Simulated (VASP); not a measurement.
# Fe2O3 (R-3c) in VASP: relaxation of shape and atoms at fixed volume with PBE+U

Aim: the relaxation of shape and atoms at fixed volume of Fe2O3 with PBE+U.

Everything below comes from runs of VASP 6.6.1. Logs are shortened: lines on timing, memory, paths and dates and some standing lists are left out, and cuts for length are marked.

## Step 1: The cell of the first run

It takes space group R-3c (No. 167, trigonal). Conventional cell: a = 5.168 Å, b = 5.168 Å, c = 13.949 Å, α = 90.00°, β = 90.00°, γ = 120.00°. Within 2.6 Å of Fe (site symmetry 3) lie 6 O at 2.00 to 2.15 Å. Within 2.6 Å of O (site symmetry 2) lie 4 Fe at 2.00 to 2.15 Å.

## Step 2: Relaxation of shape and atoms at fixed volume, PBE+U, collinear spin, ferromagnetic start (10.75 Å³/atom)

INCAR reads:

```
  ALGO = Normal
  EDIFF = 1E-7
  EDIFFG = -0.01
  ENCUT = 600
  GGA = PE
  GGA_COMPAT = F
  IBRION = 2
  ISIF = 4
  ISMEAR = 0
  ISPIN = 2
  LASPH = T
  LCHARG = F
  LDAU = T
  LDAUJ = 0 0
  LDAUL = 2 -1
  LDAUPRINT = 1
  LDAUTYPE = 2
  LDAUU = 4 0
  LMAXMIX = 4
  LORBIT = 11
  LREAL = F
  LWAVE = F
  MAGMOM = 4.35 4.35 4.35 4.35 0.44 0.44 0.44 0.44 0.44 0.44
  NELM = 200
  NELMIN = 4
  NSW = 60
  PREC = Accurate
  SIGMA = 0.05
```

KPOINTS reads:

```
k-points
0
Gamma
  4 4 4
```

POSCAR reads:

```
Fe2O3
1.0
    2.5839976932      1.4918717638      4.6496427844
   -2.5839976932      1.4918717638      4.6496427844
    0.0000000000     -2.9837435275      4.6496427844
Fe O
4 6
Direct
    0.3549275185      0.3549275185      0.3549275185
    0.1450724815      0.1450724815      0.1450724815
    0.6450724815      0.6450724815      0.6450724815
    0.8549275185      0.8549275185      0.8549275185
    0.5536061142      0.9463938858      0.2500000000
    0.2500000000      0.5536061142      0.9463938858
    0.9463938858      0.2500000000      0.5536061142
    0.4463938858      0.0536061142      0.7500000000
    0.7500000000      0.4463938858      0.0536061142
    0.0536061142      0.7500000000      0.4463938858
```

Potentials or basis: VASP PAW PBE potentials, release 64 (Fe, O).

The run is started by

```
cat potpaw_PBE.64/Fe/POTCAR potpaw_PBE.64/O/POTCAR > POTCAR
mpirun -np 1 vasp_std > vasp.out
```

OUTCAR:

```text
EDIFF = 1E-7
   EDIFFG = -0.01
   ENCUT = 600
   GGA = PE
   IBRION = 2
   ISIF = 4
   ISMEAR = 0
   ISPIN = 2
   LASPH = T
   LORBIT = 11
   LREAL = F
   NELM = 200
   NELMIN = 4
   NSW = 60
   PREC = Accurate

 ion  position               nearest neighbor table
   1  0.355  0.355  0.355-  10 2.00   8 2.00   9 2.00   5 2.15   6 2.15   7 2.15   2 2.93   3 3.04
                             3 3.04   3 3.04
   2  0.145  0.145  0.145-   9 2.00   8 2.00  10 2.00   5 2.15   7 2.15   6 2.15   1 2.93   4 3.04
                             4 3.04   4 3.04
   3  0.645  0.645  0.645-   7 2.00   5 2.00   6 2.00   8 2.15   9 2.15  10 2.15   4 2.93   1 3.04
                             1 3.04   1 3.04
   4  0.855  0.855  0.855-   6 2.00   5 2.00   7 2.00   8 2.15  10 2.15   9 2.15   3 2.93   2 3.04
                             2 3.04   2 3.04
   5  0.554  0.946  0.250-   3 2.00   4 2.00   1 2.15   2 2.15
   6  0.250  0.554  0.946-   4 2.00   3 2.00   1 2.15   2 2.15
   7  0.946  0.250  0.554-   3 2.00   4 2.00   2 2.15   1 2.15
   8  0.446  0.054  0.750-   1 2.00   2 2.00   3 2.15   4 2.15
   9  0.750  0.446  0.054-   2 2.00   1 2.00   3 2.15   4 2.15
  10  0.054  0.750  0.446-   1 2.00   2 2.00   4 2.15   3 2.15

  LATTYP: Found a trigonal (rhomboedric) cell.
 ALAT       =     5.5246631988
 COS(alpha) =     0.5624752508

  Lattice vectors:

 A1 = (   2.5839976932,   1.4918717638,   4.6496427844)
 A2 = (  -2.5839976932,   1.4918717638,   4.6496427844)
 A3 = (   0.0000000000,  -2.9837435275,   4.6496427844)

Analysis of symmetry for initial positions (statically):
=====================================================================
 Subroutine PRICEL returns:
 Original cell was already a primitive cell.

 Routine SETGRP: Setting up the symmetry group for a
 trigonal (rhombohedral) supercell.

 Subroutine GETGRP returns: Found 12 space group operations
 (whereof  6 operations were pure point group operations)
 out of a pool of 12 trial point group operations.

The static configuration has the point symmetry S_6 .
 The point group associated with its full space group is D_3d.

Analysis of symmetry for dynamics (positions and initial velocities):
=====================================================================
 Subroutine PRICEL returns:
 Original cell was already a primitive cell.

 Routine SETGRP: Setting up the symmetry group for a
 trigonal (rhombohedral) supercell.

 Subroutine GETGRP returns: Found 12 space group operations
 (whereof  6 operations were pure point group operations)
 out of a pool of 12 trial point group operations.

The dynamic configuration has the point symmetry S_6 .
 The point group associated with its full space group is D_3d.

Analysis of structural, dynamic, and magnetic symmetry:
=====================================================================
 Subroutine PRICEL returns:
 Original cell was already a primitive cell.

 Routine SETGRP: Setting up the symmetry group for a
 trigonal (rhombohedral) supercell.

 Subroutine GETGRP returns: Found 12 space group operations
 (whereof  6 operations were pure point group operations)
 out of a pool of 12 trial point group operations.

The overall configuration has the point symmetry S_6 .
 The point group associated with its full space group is D_3d.

 Subroutine INISYM returns: Found 12 space group operations
 (whereof  6 operations are pure point group operations),
 and found     1 'primitive' translations

----------------------------------------------------------------------------------------

                                     Primitive cell

  volume of cell :     107.5460

  direct lattice vectors                    reciprocal lattice vectors
     2.583997693  1.491871764  4.649642784     0.193498625  0.111716483  0.071690095
    -2.583997693  1.491871764  4.649642784    -0.193498625  0.111716483  0.071690095
     0.000000000 -2.983743528  4.649642784     0.000000000 -0.223432966  0.071690095

[... 78 lines left out ...]
   PREC   = accura    normal or accurate (medium, high low for compatibility)
   ISTART =      0    job   : 0-new  1-cont  2-samecut
   ICHARG =      2    charge: 1-file 2-atom 10-const
   ISPIN  =      2    spin polarized calculation?
   LNONCOLLINEAR =      F non collinear calculations
   LSORBIT =      F    spin-orbit coupling
   LASPH  =      T    aspherical Exc in radial PAW
   ENCUT  =  600.0 eV  44.10 Ry    6.64 a.u.  11.03 11.03 11.03*2*pi/ulx,y,z
   NELM   =    200;   NELMIN=  4; NELMDL= -5     # of ELM steps
   EDIFF  = 0.1E-06   stopping-criterion for ELM
   LREAL  =      F    real-space projection
   EDIFFG = -.1E-01   stopping-criterion for IOM
   NSW    =     60    number of steps for IOM
   IBRION =      2    ionic relax: 0-MD 1-quasi-New 2-CG
   NFREE  =      1    steps in history (QN), initial steepest desc. (CG)
   ISIF   =      4    stress and relaxation
   ISYM   =      2    0-nonsym 1-usesym 2-fastsym
   POTIM  = 0.5000    time-step for ionic-motion
   TEBEG  =    0.0;   TEEND  =   0.0 temperature during run
   PSTRESS=    0.0 pullay stress
   NELECT =      68.0000    total number of electrons
   NUPDOWN=      -1.0000    fix difference up-down
   EMIN   =  10.00;   EMAX   =-10.00  energy-range for DOS
   EFERMI =   0.00;   METHOD = LEGACY
   ISMEAR =     0;   SIGMA  =   0.05  broadening in eV -4-tet -1-fermi 0-gaus
   EFERMI_NEDOS =   21; number of points for ismear=-14 and -15
   IALGO  =     38    algorithm
   IMIX   =      4    mixing-type and parameters
     AMIX     =   0.40;   BMIX     =  1.00
     AMIX_MAG =   1.60;   BMIX_MAG =  1.00
  volume/ion in A,a.u.               =      10.75        72.58
  Fermi-wavevector in a.u.,A,eV,Ry     =   1.405119  2.655289 26.862775  1.974358
  Thomas-Fermi vector in A             =   2.527612
   LORBIT       =     11    0 simple, 1 ext, 2 COOP (PROOUT), +10 PAW based schemes
 LDA+U is selected, type is set to LDAUTYPE =  2
   angular momentum for each species LDAUL =     2   -1
   U (eV)           for each species LDAUU =   4.0  0.0
   J (eV)           for each species LDAUJ =   0.0  0.0
   GGA     = PE    functional components
   LHFCALC =     F    Hartree Fock is set to
   AEXX    =    0.0000 exact exchange contribution
   IVDW    =     0    specifies the selected vdW correction
   LEPSILON=     F    determine dielectric tensor
   LRPA    =     F    only Hartree local field effects (RPA)
 conjugate gradient relaxation of ions
 spin polarized calculation
 Gauss-broadening in eV      SIGMA  =   0.05
  energy-cutoff  :      600.00
  volume of cell :      107.55
 maximum number of plane-waves:      3608
 NGX is ok and might be reduce to    48
   NGX = 23   NGY = 23   NGZ = 23

--------------------------------------- Ionic step        1  -------------------------------------------

 number of electron      67.9999998 magnetization      19.9999975

 Free energy of the ion-electron system (eV)
  ---------------------------------------------------
  ext. energy  EPLUGINS =         0.00000000
  ---------------------------------------------------
  free energy    TOTEN  =       -67.53555369 eV

  energy without entropy =      -67.53555369  energy(sigma->0) =      -67.53555369

------------------------ aborting loop because EDIFF is reached ----------------------------------------

  FORCE on cell =-STRESS in cart. coord.  units (eV):
  Direction    XX          YY          ZZ          XY          YZ          ZX
  --------------------------------------------------------------------------------------
  -------------------------------------------------------------------------------------
  Total       -2.9308893     -2.9308893     -2.6129428      0.0000000     -0.0000000      0.0000000
  in kB      -43.6631977    -43.6631977    -38.9265598      0.0000000     -0.0000000      0.0000000
  external PRESSURE =     -42.0843184 kB  Pullay stress =       0.0000000 kB
[... 251 lines left out ...]
--------------------------------------- Ionic step        4  -------------------------------------------

 number of electron      67.9999992 magnetization      19.9999992

 Free energy of the ion-electron system (eV)
  ---------------------------------------------------
  ext. energy  EPLUGINS =         0.00000000
  ---------------------------------------------------
  free energy    TOTEN  =       -67.54190666 eV

  energy without entropy =      -67.54190666  energy(sigma->0) =      -67.54190666

 E-fermi :   3.3418     XC(G=0): -11.2395

 val. band max:        3.1348808223   @ k =   0.0000   0.0000   0.0000
 cond. band min:       4.3137627813   @ k =  -0.2500   0.2500   0.0000
 fundamental gap:      1.1788819589
 Fermi energy:         3.3417952190

 spin component 1

 k-point     1 :       0.0000    0.0000    0.0000
  band No.  band energies     occupation
      1     -15.5338      1.00000
      2     -14.2152      1.00000
      3     -14.2152      1.00000
      4     -14.1486      1.00000
      5     -14.1162      1.00000
      6     -14.1162      1.00000
[... 626 lines left out ...]
     45       9.7185      0.00000
     46       9.7185      0.00000
 Fermi energy:         3.3417952190

 spin component 2

 k-point     1 :       0.0000    0.0000    0.0000
  band No.  band energies     occupation
      1     -14.8565      1.00000
      2     -13.4183      1.00000
      3     -13.3188      1.00000
      4     -13.3188      1.00000
      5     -13.2797      1.00000
      6     -13.2797      1.00000
[... 626 lines left out ...]
     45      10.7023      0.00000
     46      10.7023      0.00000
 [bands above 46 left out]

------------------------ aborting loop because EDIFF is reached ----------------------------------------

  FORCE on cell =-STRESS in cart. coord.  units (eV):
  Direction    XX          YY          ZZ          XY          YZ          ZX
  --------------------------------------------------------------------------------------
  -------------------------------------------------------------------------------------
  Total       -2.7700109     -2.7700109     -2.7505364     -0.0000000     -0.0000000      0.0000000
  in kB      -41.2664970    -41.2664970    -40.9763733     -0.0000000     -0.0000000      0.0000000
  external PRESSURE =     -41.1697891 kB  Pullay stress =       0.0000000 kB
[... 25 lines left out ...]
  FREE ENERGIE OF THE ION-ELECTRON SYSTEM (eV)
  ---------------------------------------------------
  free  energy   TOTEN  =       -67.5419066551 eV

  energy  without entropy=      -67.5419066550  energy(sigma->0) =      -67.54190666

 reached required accuracy - stopping structural energy minimisation

 total charge

# of ion       s       p       d       tot
------------------------------------------
    1        0.361   0.495   5.750   6.606
    2        0.361   0.495   5.750   6.606
    3        0.361   0.495   5.750   6.606
    4        0.361   0.495   5.750   6.606
    5        1.555   3.459   0.000   5.013
    6        1.555   3.459   0.000   5.013
    7        1.555   3.459   0.000   5.013
    8        1.555   3.459   0.000   5.013
    9        1.555   3.459   0.000   5.013
   10        1.555   3.459   0.000   5.013
--------------------------------------------------
tot         10.770  22.731  23.002  56.503

 magnetization (x)

# of ion       s       p       d       tot
------------------------------------------
    1        0.026   0.039   4.259   4.324
    2        0.026   0.039   4.259   4.324
    3        0.026   0.039   4.259   4.324
    4        0.026   0.039   4.259   4.324
    5        0.021   0.351   0.000   0.372
    6        0.021   0.351   0.000   0.372
    7        0.021   0.351   0.000   0.372
    8        0.021   0.351   0.000   0.372
    9        0.021   0.351   0.000   0.372
   10        0.021   0.351   0.000   0.372
--------------------------------------------------
tot          0.231   2.264  17.035  19.530
```

It took 6.6 min on 1 thread of Intel Xeon 6975P-C (Granite Rapids), shared host; peak memory 0.46 GiB.

What came out:

```yaml
Free_energy: -67.5419 eV
Energy_gained_by_relaxing: 0.6 meV/atom
Ionic_steps: 4
Pressure_after_relaxing: -4.1 GPa
Band_gap_on_the_k_mesh: 1.18 eV (least direct gap 1.37 eV)
Net_moment: 20.00 μB per cell
Site_moments: Fe +4.32; O +0.37 μB
Valence_electrons_inside_the_program's_atomic_spheres: Fe 6.61; O 5.01
```

Forces on the atoms (eV/Å):
```
Fe   0.000  0.000  0.002
Fe   0.000  0.000 -0.002
Fe   0.000  0.000 -0.002
Fe   0.000  0.000  0.002
O    0.001  0.000  0.000
O   -0.001  0.001  0.000
O   -0.001 -0.001  0.000
O   -0.001  0.000  0.000
O    0.001 -0.001  0.000
O    0.001  0.001  0.000
```

Step by step:
```csv
step,energy change (eV),largest force (eV/Å),pressure (GPa),volume (Å³)
1,0.0000,0.1415,-4.21,107.55
2,-0.0037,0.0872,-4.18,107.55
3,-0.0062,0.0119,-4.14,107.55
4,-0.0064,0.0023,-4.12,107.55
```

Final structure:
```
Fe O
1.0
     2.57892    1.48894    4.66799
    -2.57892    1.48894    4.66799
     0.00000   -2.97787    4.66799
Fe O
4 6
Direct
  0.35358 0.35358 0.35358
  0.14642 0.14642 0.14642
  0.64642 0.64642 0.64642
  0.85358 0.85358 0.85358
  0.55451 0.94549 0.25000
  0.25000 0.55451 0.94549
  0.94549 0.25000 0.55451
  0.44549 0.05451 0.75000
  0.75000 0.44549 0.05451
  0.05451 0.75000 0.44549
```

Eigenvalues of the final occupation matrices:
```tsv
site	spin	trace	eigenvalues
site 1 d	1	5.02	0.98 0.98 0.98 1.04 1.04
site 1 d	2	0.75	0.06 0.06 0.08 0.27 0.27
site 2 d	1	5.02	0.98 0.98 0.98 1.04 1.04
site 2 d	2	0.75	0.06 0.06 0.08 0.27 0.27
site 3 d	1	5.02	0.98 0.98 0.98 1.04 1.04
site 3 d	2	0.75	0.06 0.06 0.08 0.27 0.27
site 4 d	1	5.02	0.98 0.98 0.98 1.04 1.04
site 4 d	2	0.75	0.06 0.06 0.08 0.27 0.27
```

Caveat: only a ferromagnetic start was run, and an antiferromagnetic order may lie lower in energy. A k mesh can miss the band edges.
